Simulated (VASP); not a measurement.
# Ga (I4/mmm) in VASP: further runs

Ga is run at these levels: LDA; tasks: single point.

Everything below comes from runs of VASP 6.6.1. Logs are shortened: lines on timing, memory, paths and dates and some standing lists are left out, and cuts for length are marked.

### 1 The cell of the first run

Symmetry: I4/mmm, No. 139, tetragonal system. The conventional cell has a = 2.808 Å, b = 2.808 Å, c = 4.458 Å, α = 90.00°, β = 90.00°, γ = 90.00°. Within 3.7 Å of Ga (site symmetry 4/mmm) lie 12 Ga at 2.81 to 2.99 Å.

### 2 Single point, LDA

File INCAR:

```
PREC     = Accurate       # precision mode
ENCUT    = 500            # plane-wave cutoff, eV
EDIFF    = 1E-6           # SCF threshold, eV
ISMEAR   = -1             # smearing method
SIGMA    = 0.1            # smearing width, eV
LREAL    = False          # projectors in reciprocal space
LASPH    = True           # aspherical terms in the spheres
NELM     = 120            # most SCF steps
ALGO     = Normal         # electronic algorithm
ISIF     = 2              # what is computed and relaxed
LWAVE    = False          # write WAVECAR
LCHARG   = False          # write CHGCAR
GGA      = CA             # functional
NBANDS   = 12             # bands
GGA_COMPAT= False
```

File KPOINTS:

```
Automatic mesh
0
Gamma
  11 11 11
```

File POSCAR:

```
Ga
1.0
   -1.4040000000      1.4040000000      2.2290000000
    1.4040000000     -1.4040000000      2.2290000000
    1.4040000000      1.4040000000     -2.2290000000
Ga
1
Direct
    0.0000000000      0.0000000000      0.0000000000
```

Potentials or basis: VASP PAW LDA potentials, release 64 (Ga_d).

Launch:

```sh
$ cat potpaw_LDA.64/Ga_d/POTCAR > POTCAR
$ mpirun -np 1 vasp_std > vasp.out
```

OUTCAR:

```text
PREC = Accurate
   ENCUT = 500
   EDIFF = 1E-6
   ISMEAR = -1
   LREAL = False
   LASPH = True
   NELM = 120
   ISIF = 2
   GGA = CA

 ion  position               nearest neighbor table
   1  0.000  0.000  0.000-

  LATTYP: Found a body centered tetragonal cell.
 ALAT       =     2.8080000000
 C/A-ratio  =     1.5876068376

  Lattice vectors:

 A1 = (  -1.4040000000,   1.4040000000,   2.2290000000)
 A2 = (   1.4040000000,  -1.4040000000,   2.2290000000)
 A3 = (   1.4040000000,   1.4040000000,  -2.2290000000)

Analysis of symmetry for initial positions (statically):
=====================================================================
 Subroutine PRICEL returns:
 Original cell was already a primitive cell.

 Routine SETGRP: Setting up the symmetry group for a
 body centered tetragonal supercell.

 Subroutine GETGRP returns: Found 16 space group operations
 (whereof 16 operations were pure point group operations)
 out of a pool of 16 trial point group operations.

The static configuration has the point symmetry D_4h.

Analysis of symmetry for dynamics (positions and initial velocities):
=====================================================================
 Subroutine PRICEL returns:
 Original cell was already a primitive cell.

 Routine SETGRP: Setting up the symmetry group for a
 body centered tetragonal supercell.

 Subroutine GETGRP returns: Found 16 space group operations
 (whereof 16 operations were pure point group operations)
 out of a pool of 16 trial point group operations.

The dynamic configuration has the point symmetry D_4h.

 Subroutine INISYM returns: Found 16 space group operations
 (whereof 16 operations are pure point group operations),
 and found     1 'primitive' translations

----------------------------------------------------------------------------------------

                                     Primitive cell

  volume of cell :      17.5754

  direct lattice vectors                    reciprocal lattice vectors
    -1.404000000  1.404000000  2.229000000     0.000000000  0.356125356  0.224315837
     1.404000000 -1.404000000  2.229000000     0.356125356  0.000000000  0.224315837
     1.404000000  1.404000000 -2.229000000     0.356125356  0.356125356  0.000000000

  length of vectors
     2.985108541  2.985108541  2.985108541     0.420883433  0.420883433  0.503637309

  position of ions in fractional coordinates (direct lattice)
     0.000000000  0.000000000  0.000000000

  ion indices of the primitive-cell ions
[... 75 lines left out ...]
   LREAL  =      F    real-space projection
   EDIFFG = 0.1E-04   stopping-criterion for IOM
   NSW    =      0    number of steps for IOM
   IBRION =     -1    ionic relax: 0-MD 1-quasi-New 2-CG
   NFREE  =      0    steps in history (QN), initial steepest desc. (CG)
   ISIF   =      2    stress and relaxation
   ISYM   =      2    0-nonsym 1-usesym 2-fastsym
   POTIM  = 0.5000    time-step for ionic-motion
   TEBEG  =    0.0;   TEEND  =   0.0 temperature during run
   PSTRESS=    0.0 pullay stress
   NELECT =      13.0000    total number of electrons
   NUPDOWN=      -1.0000    fix difference up-down
   EMIN   =  10.00;   EMAX   =-10.00  energy-range for DOS
   EFERMI =   0.00;   METHOD = LEGACY
   ISMEAR =    -1;   SIGMA  =   0.10  broadening in eV -4-tet -1-fermi 0-gaus
   EFERMI_NEDOS =   21; number of points for ismear=-14 and -15
   IALGO  =     38    algorithm
   IMIX   =      4    mixing-type and parameters
     AMIX     =   0.40;   BMIX     =  1.00
     AMIX_MAG =   1.60;   BMIX_MAG =  1.00
  volume/ion in A,a.u.               =      17.58       118.60
  Fermi-wavevector in a.u.,A,eV,Ry     =   1.480544  2.797822 29.824096  2.192009
  Thomas-Fermi vector in A             =   2.594565
   LORBIT       =      0    0 simple, 1 ext, 2 COOP (PROOUT), +10 PAW based schemes
   GGA     = CA    functional components
   LHFCALC =     F    Hartree Fock is set to
   AEXX    =    0.0000 exact exchange contribution
   IVDW    =     0    specifies the selected vdW correction
   LEPSILON=     F    determine dielectric tensor
   LRPA    =     F    only Hartree local field effects (RPA)
 non-spin polarized calculation
  energy-cutoff  :      500.00
  volume of cell :       17.58
 maximum number of plane-waves:       460
 NGX is ok and might be reduce to    24
   NGX = 11   NGY = 11   NGZ = 11

 number of electron      12.9999995 magnetization

 Free energy of the ion-electron system (eV)
  ---------------------------------------------------
  ext. energy  EPLUGINS =         0.00000000
  ---------------------------------------------------
  free energy    TOTEN  =        -3.56353304 eV

  energy without entropy =       -3.55005398  energy(sigma->0) =       -3.55679351

 E-fermi :   6.0006     XC(G=0): -11.6941

 val. band max:        5.9997582160   @ k =  -0.4545   0.4545   0.0000
 cond. band min:       6.0056641493   @ k =  -0.2727   0.2727   0.2727
 fundamental gap:      0.0059059333
 Fermi energy:         6.0006173327

 k-point     1 :       0.0000    0.0000    0.0000
  band No.  band energies     occupation
      1      -9.1675      2.00000
      2      -9.0343      2.00000
      3      -9.0343      2.00000
      4      -9.0108      2.00000
      5      -8.8716      2.00000
      6      -5.6222      2.00000
      7      18.8488      0.00000
      8      18.8488      0.00000
      9      18.8587      0.00000
     10      22.4953      0.00000
     11      22.5519      0.00000
     12      23.1404      0.00000
[... 331 lines left out ...]
 k-point    24 :      -0.1818    0.1818    0.0000
  band No.  band energies     occupation
      1      -9.1000      2.00000
      2      -9.0469      2.00000
      3      -8.9960      2.00000
      4      -8.9815      2.00000
      5      -8.9166      2.00000
      6      -4.3276      2.00000
      7      14.4015      0.00000
      8      15.0235      0.00000
      9      15.9631      0.00000
     10      17.6877      0.00000
     11      21.2300      0.00000
     12      25.7737      0.00000

 [... further k-points ...]
[... 5 lines left out ...]
  --------------------------------------------------------------------------------------
  -------------------------------------------------------------------------------------
  Total       -0.2004851     -0.2004851     -0.1235468      0.0000000     -0.0000000      0.0000000
  in kB      -18.2763083    -18.2763083    -11.2625822      0.0000000     -0.0000000      0.0000000
  external PRESSURE =     -15.9383996 kB  Pullay stress =       0.0000000 kB

 VOLUME and BASIS-vectors are now :
 -----------------------------------------------------------------------------
  energy-cutoff  :      500.00
  volume of cell :       17.58
      direct lattice vectors                 reciprocal lattice vectors
    -1.404000000  1.404000000  2.229000000     0.000000000  0.356125356  0.224315837
     1.404000000 -1.404000000  2.229000000     0.356125356  0.000000000  0.224315837
     1.404000000  1.404000000 -2.229000000     0.356125356  0.356125356  0.000000000

 POSITION                                       TOTAL-FORCE (eV/Angst)
 -----------------------------------------------------------------------------------
      0.00000      0.00000      0.00000         0.000000     -0.000000      0.000000
 -----------------------------------------------------------------------------------
    total drift:                                0.000000      0.000000     -0.000000

  FREE ENERGIE OF THE ION-ELECTRON SYSTEM (eV)
  ---------------------------------------------------
  free  energy   TOTEN  =        -3.5635330356 eV

  energy  without entropy=       -3.5500539775  energy(sigma->0) =       -3.55679351
```

Run time: 7 s. Hardware: 1 thread of Intel Xeon 6975P-C (Granite Rapids), shared host; peak memory 0.14 GiB.

Results:

```yaml
Free_energy: -3.5635 eV
Pressure: -1.6 GPa
```

### 3 Single point, LDA

File INCAR:

```
SYSTEM = Ga
PREC = Accurate
ENCUT = 500
EDIFF = 1E-6
ISMEAR = -1
SIGMA = 0.1
LREAL = .FALSE.
LASPH = .TRUE.
NELM = 120
ALGO = Normal
ISIF = 2
LWAVE = .FALSE.
LCHARG = .FALSE.
GGA = CA
NBANDS = 12
GGA_COMPAT = .FALSE.
```

File KPOINTS:

```
Automatic mesh
0
G
  11 11 11
  0 0 0
```

POSCAR is that of step 2.

Potentials or basis: VASP PAW LDA potentials, release 64 (Ga_d).

Launch:

```sh
$ cat potpaw_LDA.64/Ga_d/POTCAR > POTCAR
$ mpirun -np 1 vasp_std > vasp.out
```

OUTCAR:

```text
SYSTEM = Ga
   PREC = Accurate
   ENCUT = 500
   EDIFF = 1E-6
   ISMEAR = -1
   LREAL = .FALSE.
   LASPH = .TRUE.
   NELM = 120
   ISIF = 2
   GGA = CA

 ion  position               nearest neighbor table
   1  0.000  0.000  0.000-

  LATTYP: Found a body centered tetragonal cell.
 ALAT       =     2.8080000000
 C/A-ratio  =     1.5876068376

  Lattice vectors:

 A1 = (  -1.4040000000,   1.4040000000,   2.2290000000)
 A2 = (   1.4040000000,  -1.4040000000,   2.2290000000)
 A3 = (   1.4040000000,   1.4040000000,  -2.2290000000)

Analysis of symmetry for initial positions (statically):
=====================================================================
 Subroutine PRICEL returns:
 Original cell was already a primitive cell.

 Routine SETGRP: Setting up the symmetry group for a
 body centered tetragonal supercell.

 Subroutine GETGRP returns: Found 16 space group operations
 (whereof 16 operations were pure point group operations)
 out of a pool of 16 trial point group operations.

The static configuration has the point symmetry D_4h.

Analysis of symmetry for dynamics (positions and initial velocities):
=====================================================================
 Subroutine PRICEL returns:
[... 161 lines left out ...]

 k-point     1 :       0.0000    0.0000    0.0000
  band No.  band energies     occupation
      1      -9.1675      2.00000
      2      -9.0343      2.00000
      3      -9.0343      2.00000
      4      -9.0108      2.00000
      5      -8.8716      2.00000
      6      -5.6222      2.00000
      7      18.8488      0.00000
      8      18.8488      0.00000
      9      18.8587      0.00000
     10      22.4953      0.00000
     11      22.5519      0.00000
     12      23.1404      0.00000
[... 331 lines left out ...]
 k-point    24 :      -0.1818    0.1818    0.0000
  band No.  band energies     occupation
      1      -9.1000      2.00000
      2      -9.0469      2.00000
      3      -8.9960      2.00000
      4      -8.9815      2.00000
      5      -8.9166      2.00000
      6      -4.3276      2.00000
      7      14.4015      0.00000
      8      15.0235      0.00000
      9      15.9631      0.00000
     10      17.6877      0.00000
     11      21.2300      0.00000
     12      25.7737      0.00000

 [... further k-points ...]
[... 5 lines left out ...]
  --------------------------------------------------------------------------------------
  -------------------------------------------------------------------------------------
  Total       -0.2004851     -0.2004851     -0.1235468      0.0000000     -0.0000000      0.0000000
  in kB      -18.2763083    -18.2763083    -11.2625822      0.0000000     -0.0000000      0.0000000
  external PRESSURE =     -15.9383996 kB  Pullay stress =       0.0000000 kB

 VOLUME and BASIS-vectors are now :
 -----------------------------------------------------------------------------
  energy-cutoff  :      500.00
  volume of cell :       17.58
      direct lattice vectors                 reciprocal lattice vectors
    -1.404000000  1.404000000  2.229000000     0.000000000  0.356125356  0.224315837
     1.404000000 -1.404000000  2.229000000     0.356125356  0.000000000  0.224315837
     1.404000000  1.404000000 -2.229000000     0.356125356  0.356125356  0.000000000

 POSITION                                       TOTAL-FORCE (eV/Angst)
 -----------------------------------------------------------------------------------
      0.00000      0.00000      0.00000         0.000000     -0.000000      0.000000
 -----------------------------------------------------------------------------------
    total drift:                                0.000000      0.000000     -0.000000

  FREE ENERGIE OF THE ION-ELECTRON SYSTEM (eV)
  ---------------------------------------------------
  free  energy   TOTEN  =        -3.5635330356 eV

  energy  without entropy=       -3.5500539775  energy(sigma->0) =       -3.55679351
```

OSZICAR:

```text
N       E                     dE             d eps       ncg     rms          rms(c)
DAV:   1     0.420533593417E+02    0.42053E+02   -0.65280E+03  3312   0.187E+03
DAV:   2    -0.153772961843E+01   -0.43591E+02   -0.41970E+02  3172   0.258E+02
DAV:   3    -0.358773960452E+01   -0.20500E+01   -0.20454E+01  3496   0.452E+01
DAV:   4    -0.360364534653E+01   -0.15906E-01   -0.15904E-01  3480   0.423E+00
DAV:   5    -0.360381999569E+01   -0.17465E-03   -0.17465E-03  3680   0.419E-01    0.923E-01
DAV:   6    -0.357205011113E+01    0.31770E-01   -0.46395E-02  3776   0.445E+00    0.440E-01
DAV:   7    -0.356442163471E+01    0.76285E-02   -0.76299E-03  3888   0.142E+00    0.120E-01
DAV:   8    -0.356353419499E+01    0.88744E-03   -0.82763E-04  3848   0.505E-01    0.889E-03
DAV:   9    -0.356353301712E+01    0.11779E-05   -0.65894E-06  3768   0.413E-02    0.283E-03
DAV:  10    -0.356353303558E+01   -0.18456E-07   -0.12627E-07  2452   0.576E-03
   1 F= -.35635330E+01 E0= -.35567935E+01  d E =-.134791E-01
```

It took 6.9 s on 1 thread of Intel Xeon 6975P-C (Granite Rapids), shared host; peak memory 0.13 GiB.

Results:

```
Free energy : -3.5635 eV
Pressure    : -1.6 GPa
```

Stress tensor (GPa, compression positive):
```
-1.83  0.00  0.00
 0.00 -1.83  0.00
 0.00  0.00 -1.13
```

Levels at points of the mesh, in eV from the Fermi level:
```csv
k point,band 2,band 3,band 4,band 5,band 6,band 7,band 8,band 9,band 10,band 11
"(0.00, 0.00, 0.00)",-15.03,-15.03,-15.01,-14.87,-11.62,12.85,12.85,12.86,16.49,16.55
```
